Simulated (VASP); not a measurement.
# CdTeSe3 (R3m) in VASP: further runs

CdTeSe3 is run at these levels: PBE; tasks: single point, relaxation of cell and atoms.

Everything below comes from runs of VASP 6.6.1. Logs are shortened: lines on timing, memory, paths and dates and some standing lists are left out, and cuts for length are marked.

## 1. The cell of the first run

It takes space group R3m (No. 160, trigonal). The conventional cell has a = 7.150 Å, b = 7.150 Å, c = 9.660 Å, α = 90.00°, β = 90.00°, γ = 120.00°. Within 2.9 Å of Cd (site symmetry 3m) lie 3 Se at 2.18 Å. Within 4.7 Å of Te (site symmetry 3m) lie 12 Se at 3.58 to 3.89 Å and 4 Cd at 3.80 to 4.17 Å. Se (site symmetry m) has 1 Cd at 2.18 Å within 2.9 Å.

The cell was built from a structure type or drawn by symmetry, and may not be a known phase.

## 2. Single point, PBE

INCAR

```
SYSTEM = CdTeSe3
PREC = Accurate
ENCUT = 520
EDIFF = 1E-6
ISMEAR = 0
SIGMA = 0.1
LREAL = .FALSE.
LASPH = .TRUE.
NELM = 100
ALGO = Normal
ISIF = 2
LWAVE = .FALSE.
LCHARG = .FALSE.
GGA = PE
NBANDS = 26
```

KPOINTS

```
Automatic mesh
0
G
  3 3 3
  0 0 0
```

POSCAR

```
CdTeSe3
1.0
    3.5751285300      2.0641014200      3.2199017900
   -3.5751285300      2.0641014200      3.2199017900
    0.0000000000     -4.1282028400      3.2199017900
Cd Te Se
1 1 3
Direct
    0.4591818500      0.4591818500      0.4591818500
    0.8525840900      0.8525840900      0.8525840900
    0.3599374200      0.8622162000      0.3599374200
    0.3599374200      0.3599374200      0.8622162000
    0.8622162000      0.3599374200      0.3599374200
```

Potentials or basis: VASP PAW PBE potentials, release 64 (Cd, Te, Se).

Started as:

```bash
$ cat potpaw_PBE.64/Cd/POTCAR potpaw_PBE.64/Te/POTCAR potpaw_PBE.64/Se/POTCAR > POTCAR
$ mpirun -np 1 vasp_std > vasp.out
```

OUTCAR:

```text
SYSTEM = CdTeSe3
   PREC = Accurate
   ENCUT = 520
   EDIFF = 1E-6
   ISMEAR = 0
   LREAL = .FALSE.
   LASPH = .TRUE.
   NELM = 100
   ISIF = 2
   GGA = PE

 ion  position               nearest neighbor table
   1  0.459  0.459  0.459-   3 2.18   5 2.18   4 2.18   3 3.28   5 3.28   4 3.28
   2  0.853  0.853  0.853-
   3  0.360  0.862  0.360-   1 2.18   1 3.28
   4  0.360  0.360  0.862-   1 2.18   1 3.28
   5  0.862  0.360  0.360-   1 2.18   1 3.28

  LATTYP: Found a trigonal (rhomboedric) cell.
 ALAT       =     5.2354394482
 COS(alpha) =     0.0673750424

  Lattice vectors:

 A1 = (   3.5751285300,   2.0641014200,   3.2199017900)
 A2 = (  -3.5751285300,   2.0641014200,   3.2199017900)
 A3 = (   0.0000000000,  -4.1282028400,   3.2199017900)

Analysis of symmetry for initial positions (statically):
=====================================================================
 Subroutine PRICEL returns:
 Original cell was already a primitive cell.

 Routine SETGRP: Setting up the symmetry group for a
 trigonal (rhombohedral) supercell.

 Subroutine GETGRP returns: Found  6 space group operations
 (whereof  6 operations were pure point group operations)
 out of a pool of 12 trial point group operations.

The static configuration has the point symmetry C_3v.

Analysis of symmetry for dynamics (positions and initial velocities):
=====================================================================
 Subroutine PRICEL returns:
 Original cell was already a primitive cell.

 Routine SETGRP: Setting up the symmetry group for a
 trigonal (rhombohedral) supercell.

 Subroutine GETGRP returns: Found  6 space group operations
 (whereof  6 operations were pure point group operations)
 out of a pool of 12 trial point group operations.

The dynamic configuration has the point symmetry C_3v.

 Subroutine INISYM returns: Found  6 space group operations
 (whereof  6 operations are pure point group operations),
 and found     1 'primitive' translations

----------------------------------------------------------------------------------------

                                     Primitive cell

  volume of cell :     142.5662

  direct lattice vectors                    reciprocal lattice vectors
     3.575128530  2.064101420  3.219901790     0.139855112  0.080745386  0.103522826
[... 72 lines left out ...]
   NELM   =    100;   NELMIN=  2; NELMDL= -5     # of ELM steps
   EDIFF  = 0.1E-05   stopping-criterion for ELM
   LREAL  =      F    real-space projection
   EDIFFG = 0.1E-04   stopping-criterion for IOM
   NSW    =      0    number of steps for IOM
   IBRION =     -1    ionic relax: 0-MD 1-quasi-New 2-CG
   NFREE  =      0    steps in history (QN), initial steepest desc. (CG)
   ISIF   =      2    stress and relaxation
   ISYM   =      2    0-nonsym 1-usesym 2-fastsym
   POTIM  = 0.5000    time-step for ionic-motion
   TEBEG  =    0.0;   TEEND  =   0.0 temperature during run
   PSTRESS=    0.0 pullay stress
   NELECT =      36.0000    total number of electrons
   NUPDOWN=      -1.0000    fix difference up-down
   EMIN   =  10.00;   EMAX   =-10.00  energy-range for DOS
   EFERMI =   0.00;   METHOD = LEGACY
   ISMEAR =     0;   SIGMA  =   0.10  broadening in eV -4-tet -1-fermi 0-gaus
   EFERMI_NEDOS =   21; number of points for ismear=-14 and -15
   IALGO  =     38    algorithm
   IMIX   =      4    mixing-type and parameters
     AMIX     =   0.40;   BMIX     =  1.00
     AMIX_MAG =   1.60;   BMIX_MAG =  1.00
  volume/ion in A,a.u.               =      28.51       192.42
  Fermi-wavevector in a.u.,A,eV,Ry     =   1.034753  1.955400 14.567953  1.070714
  Thomas-Fermi vector in A             =   2.169064
   LORBIT       =      0    0 simple, 1 ext, 2 COOP (PROOUT), +10 PAW based schemes
   GGA     = PE    functional components
   LHFCALC =     F    Hartree Fock is set to
   AEXX    =    0.0000 exact exchange contribution
   IVDW    =     0    specifies the selected vdW correction
   LEPSILON=     F    determine dielectric tensor
   LRPA    =     F    only Hartree local field effects (RPA)
 non-spin polarized calculation
 Gauss-broadening in eV      SIGMA  =   0.10
  energy-cutoff  :      520.00
  volume of cell :      142.57
 maximum number of plane-waves:      3857
   NGX = 19   NGY = 19   NGZ = 19

 number of electron      35.9999999 magnetization

 Free energy of the ion-electron system (eV)
  ---------------------------------------------------
  ext. energy  EPLUGINS =         0.00000000
  ---------------------------------------------------
  free energy    TOTEN  =        -8.27709397 eV

  energy without entropy =       -8.22881378  energy(sigma->0) =       -8.25295388

 E-fermi :   2.4335     XC(G=0):  -9.1603

 val. band max:        2.4224494587   @ k =   0.3333   0.3333   0.3333
 cond. band min:       2.4404946695   @ k =  -0.3333   0.3333   0.0000
 fundamental gap:      0.0180452107
 Fermi energy:         2.4335383040

 k-point     1 :       0.0000    0.0000    0.0000
  band No.  band energies     occupation
      1     -11.1771      2.00000
      2     -10.3244      2.00000
      3     -10.3244      2.00000
      4      -7.7008      2.00000
      5      -6.7940      2.00000
      6      -6.7940      2.00000
[... 163 lines left out ...]
     25       9.8092      0.00000
     26      10.6631      0.00000

------------------------ aborting loop because EDIFF is reached ----------------------------------------

  FORCE on cell =-STRESS in cart. coord.  units (eV):
  Direction    XX          YY          ZZ          XY          YZ          ZX
  --------------------------------------------------------------------------------------
  -------------------------------------------------------------------------------------
  Total       14.6873179     14.6873179      1.9902071      0.0000000      0.0000000      0.0000000
  in kB      165.0579739    165.0579740     22.3662038      0.0000000      0.0000000      0.0000000
  external PRESSURE =     117.4940506 kB  Pullay stress =       0.0000000 kB

 VOLUME and BASIS-vectors are now :
 -----------------------------------------------------------------------------
  energy-cutoff  :      520.00
  volume of cell :      142.57
      direct lattice vectors                 reciprocal lattice vectors
     3.575128530  2.064101420  3.219901790     0.139855112  0.080745386  0.103522826
    -3.575128530  2.064101420  3.219901790    -0.139855112  0.080745386  0.103522826
     0.000000000 -4.128202840  3.219901790     0.000000000 -0.161490773  0.103522826

 POSITION                                       TOTAL-FORCE (eV/Angst)
 -----------------------------------------------------------------------------------
      0.00000      0.00000      4.43556        -0.000000     -0.000000     -5.238716
      0.00000      0.00000      8.23571        -0.000000     -0.000000     -0.010366
     -1.79571      1.03675      5.09418        -5.322020      3.072669      1.749694
      0.00000     -2.07351      5.09418        -0.000000     -6.145339      1.749694
      1.79571      1.03675      5.09418         5.322020      3.072669      1.749694
 -----------------------------------------------------------------------------------
    total drift:                               -0.000000      0.000000      0.000334

  FREE ENERGIE OF THE ION-ELECTRON SYSTEM (eV)
  ---------------------------------------------------
  free  energy   TOTEN  =        -8.2770939672 eV

  energy  without entropy=       -8.2288137845  energy(sigma->0) =       -8.25295388
```

stdout:

```text
POSCAR found type information on POSCAR CdTeSe
 POSCAR found :  3 types and       5 ions
 scaLAPACK will be used
 LDA part: xc-table for (Slater+PW92), standard interpolation
 POSCAR, INCAR and KPOINTS ok, starting setup
 FFT: planning ... GRIDC
 FFT: planning ... GRID_SOFT
 FFT: planning ... GRID
 WAVECAR not read
 entering main loop
```

It took 16 s on 1 thread of Intel Xeon 6975P-C (Granite Rapids), shared host; peak memory 0.25 GiB.

Results:

```yaml
Free_energy: -8.2771 eV
Pressure: 11.7 GPa
Largest_force: 6.390 eV/Å
Band_gap_on_the_k_mesh: zero (bands 18 and 19 overlap by 0.41 eV)
```

Forces in eV/Å, atoms in the order of the input:
```
Cd   0.000  0.000 -5.239
Te   0.000  0.000 -0.010
Se  -5.322  3.073  1.750
Se   0.000 -6.145  1.750
Se   5.322  3.073  1.750
```

Stress tensor (GPa, compression positive):
```
16.51  0.00  0.00
 0.00 16.51  0.00
 0.00  0.00  2.24
```

Caveat: the k points lie up to 0.40 Å⁻¹ apart; semilocal functionals underestimate gaps, so a narrow gap can read as zero; spin-orbit coupling is left out, which moves the levels of the heavy elements; forces of over 1 eV/Å act on the atoms, so gaps and moduli don't describe the material at rest.

## 3. Single point, PBE

This run uses another cell than the first one, of 28.14 Å³/atom.

INCAR

```
PREC = Accurate ; ENCUT = 520
EDIFF = 1E-6 ; ISMEAR = 0
SIGMA = 0.1 ; LREAL = False
LASPH = True ; NELM = 60
ALGO = Normal ; ISIF = 2
LWAVE = False ; LCHARG = False
GGA = PE ; NBANDS = 26
```

KPOINTS

```
Automatic mesh
0
Gamma
  3 3 3
```

POSCAR

```
CdTeSe3
1.0
    3.0246218825      1.7462662581      4.4392264312
   -3.0246218825      1.7462662581      4.4392264312
    0.0000000000     -3.4925325161      4.4392264312
Cd Te Se
1 1 3
Direct
    0.3764611408      0.3764611408      0.3764611408
    0.8901906109      0.8901906109      0.8901906109
    0.3749129577      0.8773793129      0.3749129577
    0.3749129577      0.3749129577      0.8773793129
    0.8773793129      0.3749129577      0.3749129577
```

Potentials or basis: VASP PAW PBE potentials, release 64 (Cd, Te, Se).

Started as:

```bash
$ cat potpaw_PBE.64/Cd/POTCAR potpaw_PBE.64/Te/POTCAR potpaw_PBE.64/Se/POTCAR > POTCAR
$ mpirun -np 1 vasp_std > vasp.out
```

Wall time 17 s (1 thread of Intel Xeon 6975P-C (Granite Rapids), shared host); peak memory 0.25 GiB.

Results (log left out):

```
Free energy            : -13.5101 eV
Pressure               : 0.0 GPa
Largest force          : 0.036 eV/Å
Band gap on the k mesh : zero (bands 18 and 19 overlap by 0.91 eV)
```

Forces in eV/Å, atoms in the order of the input:
```
Cd   0.000  0.000  0.036
Te   0.000  0.000 -0.005
Se   0.012 -0.007 -0.010
Se   0.000  0.013 -0.010
Se  -0.012 -0.007 -0.010
```

Stress tensor (GPa, compression positive):
```
-0.02  0.00  0.00
 0.00 -0.02  0.00
 0.00  0.00  0.09
```

Levels at points of the mesh, in eV from the Fermi level:
| k point | band 15 | band 16 | band 17 | band 18 | band 19 | band 20 | band 21 | band 22 |
| --- | --- | --- | --- | --- | --- | --- | --- | --- |
| (0.00, 0.00, 0.00) | -2.43 | -1.60 | -0.88 | 0.08 | 0.69 | 0.69 | 3.14 | 3.14 |

Caveat: the k points lie up to 0.43 Å⁻¹ apart, too coarse for converged energies and pressures of a metal; spin-orbit coupling is left out, which moves the levels of the heavy elements.

## 4. Relaxation of cell and atoms, PBE

This run uses another cell than the first one, of 28.14 Å³/atom.

INCAR

```
PREC     = Accurate       # precision mode
ENCUT    = 600            # plane-wave cutoff, eV
EDIFF    = 1E-6           # SCF threshold, eV
ISMEAR   = 0              # smearing method
SIGMA    = 0.1            # smearing width, eV
LREAL    = F              # projectors in reciprocal space
LASPH    = T              # aspherical terms in the spheres
NELM     = 100            # most SCF steps
ALGO     = Normal         # electronic algorithm
ISIF     = 3              # what is computed and relaxed
LWAVE    = F              # write WAVECAR
LCHARG   = F              # write CHGCAR
GGA      = PE             # functional
IBRION   = 2              # ionic algorithm
NSW      = 90             # ionic steps
EDIFFG   = -0.04          # ionic threshold
```

KPOINTS

```
Automatic mesh
0
Gamma
  6 6 6
```

POSCAR is that of step 3.

Started as:

```bash
$ cat potpaw_PBE.64/Cd/POTCAR potpaw_PBE.64/Te/POTCAR potpaw_PBE.64/Se/POTCAR > POTCAR
$ mpirun -np 1 vasp_std > vasp.out
```

Run time: 3.7 min. Hardware: 1 thread of Intel Xeon 6975P-C (Granite Rapids), shared host; peak memory 0.42 GiB.

Results (log left out):

```yaml
Free_energy: -13.3176 eV
Relaxed_volume: 28.85 Å³/atom
Relaxed_cell: a = 5.704 Å, b = 5.704 Å, c = 5.704 Å, α = 64.54°, β = 64.54°, γ = 64.54°
Space_group_after_relaxing_to_0.1_Å: R3m (No. 160)
Energy_gained_by_relaxing: 2.5 meV/atom
Ionic_steps: 7
Pressure_after_relaxing: -0.1 GPa
Largest_force_after_relaxing: 0.035 eV/Å
Band_gap_on_the_k_mesh: zero (bands 18 and 19 overlap by 1.96 eV)
```

Forces on the atoms (eV/Å):
```
Cd   0.000  0.000  0.023
Te   0.000  0.000 -0.035
Se   0.004 -0.003  0.004
Se   0.000  0.005  0.004
Se  -0.004 -0.003  0.004
```

The path:
| step | energy change (eV) | largest force (eV/Å) | pressure (GPa) | volume (Å³) |
| --- | --- | --- | --- | --- |
| 1 | 0.0000 | 0.0518 | 1.06 | 140.68 |
| 2 | -0.0090 | 0.0653 | -0.29 | 144.51 |
| 3 | -0.0098 | 0.0625 | 0.00 | 143.62 |
| 4 | -0.0104 | 0.0584 | 0.00 | 143.73 |
| 5 | -0.0111 | 0.0484 | 0.00 | 144.00 |
| 6 | -0.0115 | 0.0449 | -0.03 | 144.06 |
| 7 | -0.0123 | 0.0353 | -0.10 | 144.26 |

Final structure:
```
Cd Te Se
1.0
     3.04513    1.75811    4.49109
    -3.04513    1.75811    4.49109
     0.00000   -3.51621    4.49109
Cd Te Se
1 1 3
Direct
  0.37647 0.37647 0.37647
  0.88771 0.88771 0.88771
  0.37674 0.87620 0.37674
  0.37674 0.37674 0.87620
  0.87620 0.37674 0.37674
```

Levels at points of the mesh, in eV from the Fermi level:
| k point | band 15 | band 16 | band 17 | band 18 | band 19 | band 20 | band 21 | band 22 |
| --- | --- | --- | --- | --- | --- | --- | --- | --- |
| (0.00, 0.00, 0.00) | -2.00 | -1.18 | -0.31 | 0.46 | 0.98 | 0.98 | 3.59 | 3.59 |
| (0.50, 0.00, 0.00) | -1.80 | -1.80 | -1.56 | -0.93 | -0.79 | 1.36 | 1.78 | 2.67 |
| (0.50, 0.50, 0.00) | -1.98 | -1.49 | -0.96 | -0.74 | -0.22 | 1.49 | 2.66 | 3.18 |
| (0.50, 0.50, 0.50) | -0.77 | -0.14 | 0.52 | 1.17 | 1.17 | 3.33 | 3.33 | 3.90 |

Caveat: spin-orbit coupling is left out, which moves the levels of the heavy elements.

## 5. Overview

| task | cell | k mesh | cutoff (eV) | gap on the mesh (eV) | pressure (GPa) | largest force (eV/Å) |
| --- | --- | --- | --- | --- | --- | --- |
| single point | a = 5.235 Å, angles 86.1°, 5 atoms, atomic positions A | 3 × 3 × 3 | 520 | none | 11.7 | 6.39 |
| single point | a = 5.648 Å, angles 64.8°, 5 atoms, atomic positions B | 3 × 3 × 3 | 520 | none | 0.0 | 0.04 |
| relaxation of cell and atoms | relaxed from a = 5.648 Å, angles 64.8°, 5 atoms, atomic positions B | 6 × 6 × 6 | 600 | none | -0.1 | 0.04 |

Alike in all rows: level PBE; potentials or basis VASP PAW PBE potentials, release 64 (Cd, Te, Se); no spin polarisation; smearing gaussian 0.1 eV.

Caveats: some runs use coarse meshes; spin-orbit coupling is left out, which moves the levels of the heavy elements; semilocal functionals underestimate gaps, so a narrow gap can read as zero (at least some runs); forces of over 1 eV/Å act on the atoms, so gaps and moduli don't describe the material at rest (at least some runs).

Total energies depend on the potentials used, so only differences within one code and one set of settings carry meaning.
